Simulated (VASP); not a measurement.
# AlNi (Pm-3m) in VASP: single point with PBE

Aim: the single point of AlNi with PBE.

Everything below comes from runs of VASP 6.6.1. Logs are shortened: lines on timing, memory, paths and dates and some standing lists are left out, and cuts for length are marked.

### Step 1. The cell of the first run

It takes space group Pm-3m (No. 221, cubic). Conventional cell: a = 2.892 Å, b = 2.892 Å, c = 2.892 Å, α = 90.00°, β = 90.00°, γ = 90.00°. Within 3.3 Å of Al (site symmetry m-3m) lie 8 Ni at 2.50 Å and 6 Al at 2.89 Å. Within 3.3 Å of Ni (site symmetry m-3m) lie 8 Al at 2.50 Å and 6 Ni at 2.89 Å.

### Step 2. Single point, PBE

Contents of INCAR:

```
PREC     = Accurate       # precision mode
ENCUT    = 520            # plane-wave cutoff, eV
EDIFF    = 1E-6           # SCF threshold, eV
ISMEAR   = 1              # smearing method
SIGMA    = 0.1            # smearing width, eV
LREAL    = Auto         
LASPH    = T              # aspherical terms in the spheres
NELM     = 80             # most SCF steps
ALGO     = Normal         # electronic algorithm
ISIF     = 2              # what is computed and relaxed
LWAVE    = F              # write WAVECAR
LCHARG   = F              # write CHGCAR
GGA      = PE             # functional
NBANDS   = 66             # bands
```

Contents of KPOINTS:

```
Automatic mesh
0
Gamma
  6 6 6
```

Contents of POSCAR:

```
AlNi
1.0
    5.7836525256      0.0000000000      0.0000000000
    0.0000000000      5.7836525256      0.0000000000
    0.0000000000      0.0000000000      5.7836525256
Al Ni
8 8
Direct
    0.2500000000      0.2500000000      0.2500000000
    0.2500000000      0.2500000000      0.7500000000
    0.2500000000      0.7500000000      0.2500000000
    0.2500000000      0.7500000000      0.7500000000
    0.7500000000      0.2500000000      0.2500000000
    0.7500000000      0.2500000000      0.7500000000
    0.7500000000      0.7500000000      0.2500000000
    0.7500000000      0.7500000000      0.7500000000
    0.0000000000      0.0000000000      0.0000000000
    0.0000000000      0.0000000000      0.5000000000
    0.0000000000      0.5000000000      0.0000000000
    0.0000000000      0.5000000000      0.5000000000
    0.5000000000      0.0000000000      0.0000000000
    0.5000000000      0.0000000000      0.5000000000
    0.5000000000      0.5000000000      0.0000000000
    0.5000000000      0.5000000000      0.5000000000
```

Potentials or basis: VASP PAW PBE potentials, release 64 (Al, Ni).

Started as:

```console
cat potpaw_PBE.64/Al/POTCAR potpaw_PBE.64/Ni/POTCAR > POTCAR
mpirun -np 1 vasp_std > vasp.out
```

OUTCAR:

```text
PREC = Accurate
   ENCUT = 520
   EDIFF = 1E-6
   ISMEAR = 1
   LREAL = Auto
   LASPH = T
   NELM = 80
   ISIF = 2
   GGA = PE

 ion  position               nearest neighbor table
   1  0.250  0.250  0.250-   9 2.50  10 2.50  11 2.50  12 2.50  13 2.50  14 2.50  15 2.50  16 2.50
                             5 2.89   2 2.89   3 2.89   2 2.89   3 2.89   5 2.89
   2  0.250  0.250  0.750-   9 2.50  10 2.50  11 2.50  12 2.50  13 2.50  14 2.50  15 2.50  16 2.50
                             6 2.89   1 2.89   4 2.89   1 2.89   4 2.89   6 2.89
   3  0.250  0.750  0.250-   9 2.50  10 2.50  11 2.50  12 2.50  13 2.50  14 2.50  15 2.50  16 2.50
                             7 2.89   1 2.89   4 2.89   4 2.89   1 2.89   7 2.89
   4  0.250  0.750  0.750-   9 2.50  10 2.50  11 2.50  12 2.50  13 2.50  14 2.50  15 2.50  16 2.50
                             8 2.89   2 2.89   3 2.89   3 2.89   2 2.89   8 2.89
   5  0.750  0.250  0.250-   9 2.50  10 2.50  11 2.50  12 2.50  13 2.50  14 2.50  15 2.50  16 2.50
                             7 2.89   1 2.89   6 2.89   6 2.89   7 2.89   1 2.89
   6  0.750  0.250  0.750-   9 2.50  10 2.50  11 2.50  12 2.50  13 2.50  14 2.50  15 2.50  16 2.50
                             8 2.89   2 2.89   5 2.89   5 2.89   8 2.89   2 2.89
   7  0.750  0.750  0.250-   9 2.50  10 2.50  11 2.50  12 2.50  13 2.50  14 2.50  15 2.50  16 2.50
                             8 2.89   3 2.89   5 2.89   8 2.89   5 2.89   3 2.89
   8  0.750  0.750  0.750-   9 2.50  10 2.50  11 2.50  12 2.50  13 2.50  14 2.50  15 2.50  16 2.50
                             7 2.89   4 2.89   6 2.89   7 2.89   6 2.89   4 2.89
   9  0.000  0.000  0.000-   1 2.50   2 2.50   3 2.50   4 2.50   5 2.50   6 2.50   7 2.50   8 2.50
                            10 2.89  11 2.89  13 2.89  10 2.89  11 2.89  13 2.89
  10  0.000  0.000  0.500-   1 2.50   2 2.50   3 2.50   4 2.50   5 2.50   6 2.50   7 2.50   8 2.50
                             9 2.89  12 2.89  14 2.89   9 2.89  12 2.89  14 2.89
  11  0.000  0.500  0.000-   1 2.50   2 2.50   3 2.50   4 2.50   5 2.50   6 2.50   7 2.50   8 2.50
                             9 2.89  12 2.89  15 2.89  12 2.89   9 2.89  15 2.89
  12  0.000  0.500  0.500-   1 2.50   2 2.50   3 2.50   4 2.50   5 2.50   6 2.50   7 2.50   8 2.50
                            10 2.89  11 2.89  16 2.89  11 2.89  10 2.89  16 2.89
  13  0.500  0.000  0.000-   1 2.50   2 2.50   3 2.50   4 2.50   5 2.50   6 2.50   7 2.50   8 2.50
                             9 2.89  14 2.89  15 2.89  14 2.89  15 2.89   9 2.89
  14  0.500  0.000  0.500-   1 2.50   2 2.50   3 2.50   4 2.50   5 2.50   6 2.50   7 2.50   8 2.50
                            10 2.89  13 2.89  16 2.89  13 2.89  16 2.89  10 2.89
  15  0.500  0.500  0.000-   1 2.50   2 2.50   3 2.50   4 2.50   5 2.50   6 2.50   7 2.50   8 2.50
                            11 2.89  13 2.89  16 2.89  16 2.89  13 2.89  11 2.89
  16  0.500  0.500  0.500-   1 2.50   2 2.50   3 2.50   4 2.50   5 2.50   6 2.50   7 2.50   8 2.50
                            12 2.89  14 2.89  15 2.89  15 2.89  14 2.89  12 2.89

  LATTYP: Found a simple cubic cell.
 ALAT       =     5.7836525256

  Lattice vectors:

 A1 = (   5.7836525256,   0.0000000000,   0.0000000000)
 A2 = (   0.0000000000,   5.7836525256,   0.0000000000)
 A3 = (   0.0000000000,   0.0000000000,   5.7836525256)

Analysis of symmetry for initial positions (statically):
=====================================================================
 Subroutine PRICEL returns following result:

  LATTYP: Found a simple cubic cell.
 ALAT       =     2.8918262628

  Lattice vectors:

 A1 = (   2.8918262628,   0.0000000000,   0.0000000000)
 A2 = (   0.0000000000,   2.8918262628,   0.0000000000)
 A3 = (   0.0000000000,   0.0000000000,   2.8918262628)

   8 primitive cells build up your supercell.

 Routine SETGRP: Setting up the symmetry group for a
 simple cubic supercell.

 Subroutine GETGRP returns: Found 48 space group operations
 (whereof 48 operations were pure point group operations)
 out of a pool of 48 trial point group operations.

The static configuration has the point symmetry O_h .

Analysis of symmetry for dynamics (positions and initial velocities):
=====================================================================
 Subroutine PRICEL returns following result:

  LATTYP: Found a simple cubic cell.
 ALAT       =     2.8918262628

  Lattice vectors:

 A1 = (   2.8918262628,   0.0000000000,   0.0000000000)
 A2 = (   0.0000000000,   2.8918262628,   0.0000000000)
 A3 = (   0.0000000000,   0.0000000000,   2.8918262628)

   8 primitive cells build up your supercell.

 Routine SETGRP: Setting up the symmetry group for a
 simple cubic supercell.

 Subroutine GETGRP returns: Found 48 space group operations
 (whereof 48 operations were pure point group operations)
 out of a pool of 48 trial point group operations.

The dynamic configuration has the point symmetry O_h .

 Subroutine INISYM returns: Found 48 space group operations
 (whereof 48 operations are pure point group operations),
 and found     8 'primitive' translations

----------------------------------------------------------------------------------------

                                     Primitive cell

  volume of cell :      24.1834

  direct lattice vectors                    reciprocal lattice vectors
     2.891826263  0.000000000  0.000000000     0.345802240  0.000000000  0.000000000
     0.000000000  2.891826263  0.000000000     0.000000000  0.345802240  0.000000000
     0.000000000  0.000000000  2.891826263     0.000000000  0.000000000  0.345802240

  length of vectors
     2.891826263  2.891826263  2.891826263     0.345802240  0.345802240  0.345802240

  position of ions in fractional coordinates (direct lattice)
     0.500000000  0.500000000  0.500000000
     0.000000000  0.000000000  0.000000000

  ion indices of the primitive-cell ions
   primitive index   ion index
                 1           1
                 2           9

----------------------------------------------------------------------------------------

 KPOINTS: Automatic mesh

Automatic generation of k-mesh.
 Grid dimensions read from file:
 generate k-points for:    6    6    6

 Generating k-lattice:

  Cartesian coordinates                     Fractional coordinates (reciprocal lattice)
     0.028816853  0.000000000  0.000000000     0.166666667  0.000000000  0.000000000
     0.000000000  0.028816853  0.000000000     0.000000000  0.166666667  0.000000000
     0.000000000  0.000000000  0.028816853     0.000000000  0.000000000  0.166666667

  Length of vectors
     0.028816853  0.028816853  0.028816853

  Shift w.r.t. Gamma in fractional coordinates (k-lattice)
     0.000000000  0.000000000  0.000000000

 Subroutine IBZKPT returns following result:
 ===========================================

 Found     20 irreducible k-points:

 Following reciprocal coordinates:
            Coordinates               Weight
  0.000000  0.000000  0.000000      1.000000
  0.166667  0.000000  0.000000      6.000000
  0.333333  0.000000  0.000000      6.000000
  0.500000  0.000000  0.000000      3.000000
  0.166667  0.166667  0.000000     12.000000
  0.333333  0.166667  0.000000     24.000000
[... 12 lines left out ...]
  0.500000  0.500000  0.333333      6.000000
  0.500000  0.500000  0.500000      1.000000
   k-points           NKPTS =     20   k-points in BZ     NKDIM =     20   number of bands    NBANDS=     66
   number of dos      NEDOS =    301   number of ions     NIONS =     16
   total plane-waves  NPLWV = 110592
   dimension x,y,z NGX =    48 NGY =   48 NGZ =   48
   dimension x,y,z NGXF=    96 NGYF=   96 NGZF=   96
   ions per type =               8   8
   NGX,Y,Z   is equivalent  to a cutoff of  13.80, 13.80, 13.80 a.u.
   NGXF,Y,Z  is equivalent  to a cutoff of  27.59, 27.59, 27.59 a.u.
 SYSTEM =  unknown system
   PREC   = accura    normal or accurate (medium, high low for compatibility)
   ISTART =      0    job   : 0-new  1-cont  2-samecut
   ICHARG =      2    charge: 1-file 2-atom 10-const
   ISPIN  =      1    spin polarized calculation?
   LNONCOLLINEAR =      F non collinear calculations
   LSORBIT =      F    spin-orbit coupling
   LASPH  =      T    aspherical Exc in radial PAW
   ENCUT  =  520.0 eV  38.22 Ry    6.18 a.u.  10.75 10.75 10.75*2*pi/ulx,y,z
   NELM   =     80;   NELMIN=  2; NELMDL= -5     # of ELM steps
   EDIFF  = 0.1E-05   stopping-criterion for ELM
   LREAL  =      T    real-space projection
   EDIFFG = 0.1E-04   stopping-criterion for IOM
   NSW    =      0    number of steps for IOM
   IBRION =     -1    ionic relax: 0-MD 1-quasi-New 2-CG
   NFREE  =      0    steps in history (QN), initial steepest desc. (CG)
   ISIF   =      2    stress and relaxation
   ISYM   =      2    0-nonsym 1-usesym 2-fastsym
   POTIM  = 0.5000    time-step for ionic-motion
   TEBEG  =    0.0;   TEEND  =   0.0 temperature during run
   PSTRESS=    0.0 pullay stress
   NELECT =     104.0000    total number of electrons
   NUPDOWN=      -1.0000    fix difference up-down
   EMIN   =  10.00;   EMAX   =-10.00  energy-range for DOS
   EFERMI =   0.00;   METHOD = LEGACY
   ISMEAR =     1;   SIGMA  =   0.10  broadening in eV -4-tet -1-fermi 0-gaus
   EFERMI_NEDOS =   21; number of points for ismear=-14 and -15
   IALGO  =     38    algorithm
   IMIX   =      4    mixing-type and parameters
     AMIX     =   0.40;   BMIX     =  1.00
     AMIX_MAG =   1.60;   BMIX_MAG =  1.00
  volume/ion in A,a.u.               =      12.09        81.60
  Fermi-wavevector in a.u.,A,eV,Ry     =   1.331120  2.515451 24.107883  1.771879
  Thomas-Fermi vector in A             =   2.460155
   LORBIT       =      0    0 simple, 1 ext, 2 COOP (PROOUT), +10 PAW based schemes
   GGA     = PE    functional components
   LHFCALC =     F    Hartree Fock is set to
   AEXX    =    0.0000 exact exchange contribution
   IVDW    =     0    specifies the selected vdW correction
   LEPSILON=     F    determine dielectric tensor
   LRPA    =     F    only Hartree local field effects (RPA)
 non-spin polarized calculation
 Methfessel and Paxton  Order N= 1 SIGMA  =   0.10
  energy-cutoff  :      520.00
  volume of cell :      193.47
 maximum number of plane-waves:      5248
 NGX is ok and might be reduce to    48
   NGX = 21   NGY = 21   NGZ = 21

 number of electron     104.0000107 magnetization

 Free energy of the ion-electron system (eV)
  ---------------------------------------------------
  ext. energy  EPLUGINS =         0.00000000
  ---------------------------------------------------
  free energy    TOTEN  =       -84.29614002 eV

  energy without entropy =      -84.29564875  energy(sigma->0) =      -84.29597627

 E-fermi :   9.9179     XC(G=0): -11.9942

 val. band max:        9.9131416314   @ k =   0.3333   0.3333   0.0000
 cond. band min:       9.9283466896   @ k =   0.3333   0.1667   0.0000
 fundamental gap:      0.0152050583
 Fermi energy:         9.9179113595

 k-point     1 :       0.0000    0.0000    0.0000
  band No.  band energies     occupation
      1      -1.1782      2.00000
      2       2.9966      2.00000
      3       2.9966      2.00000
      4       2.9966      2.00000
      5       3.1654      2.00000
      6       3.1654      2.00000
[... 56 lines left out ...]
     63      13.4676      0.00000
     64      14.2734      0.00000

 k-point     2 :       0.1667    0.0000    0.0000
  band No.  band energies     occupation
      1      -1.0513      2.00000
      2       1.8569      2.00000
      3       3.0767      2.00000
      4       3.0767      2.00000
      5       3.2910      2.00000
      6       3.2910      2.00000
[... 1262 lines left out ...]
     63      12.1233      0.00000
     64      12.1233      0.00000
 [bands above 64 left out]

------------------------ aborting loop because EDIFF is reached ----------------------------------------

  FORCE on cell =-STRESS in cart. coord.  units (eV):
  Direction    XX          YY          ZZ          XY          YZ          ZX
  --------------------------------------------------------------------------------------
  -------------------------------------------------------------------------------------
  Total        0.3739182      0.3739182      0.3739182     -0.0000000     -0.0000000      0.0000000
  in kB        3.0965676      3.0965676      3.0965676     -0.0000000     -0.0000000      0.0000000
  external PRESSURE =       3.0965676 kB  Pullay stress =       0.0000000 kB

 VOLUME and BASIS-vectors are now :
 -----------------------------------------------------------------------------
  energy-cutoff  :      520.00
  volume of cell :      193.47
      direct lattice vectors                 reciprocal lattice vectors
     5.783652526  0.000000000  0.000000000     0.172901120  0.000000000  0.000000000
     0.000000000  5.783652526  0.000000000     0.000000000  0.172901120  0.000000000
     0.000000000  0.000000000  5.783652526     0.000000000  0.000000000  0.172901120

 POSITION                                       TOTAL-FORCE (eV/Angst)
 -----------------------------------------------------------------------------------
      1.44591      1.44591      1.44591        -0.000000      0.000000      0.000000
      1.44591      1.44591      4.33774        -0.000000      0.000000      0.000000
      1.44591      4.33774      1.44591         0.000000      0.000000     -0.000000
      1.44591      4.33774      4.33774        -0.000000      0.000000      0.000000
      4.33774      1.44591      1.44591         0.000000      0.000000     -0.000000
      4.33774      1.44591      4.33774         0.000000      0.000000      0.000000
[... 8 lines left out ...]
      2.89183      2.89183      0.00000        -0.000000     -0.000000      0.000000
      2.89183      2.89183      2.89183         0.000000     -0.000000      0.000000
 -----------------------------------------------------------------------------------
    total drift:                                0.000000      0.000000      0.000000

  FREE ENERGIE OF THE ION-ELECTRON SYSTEM (eV)
  ---------------------------------------------------
  free  energy   TOTEN  =       -84.2961400234 eV

  energy  without entropy=      -84.2956487490  energy(sigma->0) =      -84.29597627
```

It took 4.3 min on 1 thread of Intel Xeon Platinum 8488C (Sapphire Rapids), shared host; peak memory 0.41 GiB.

Results:

```
Free energy            : -84.2961 eV
Pressure               : 0.3 GPa
Band gap on the k mesh : zero (bands 52 and 53 overlap by 2.88 eV)
```

Spin polarisation is off, so any magnetic state and its effect on volume and gap are missing.
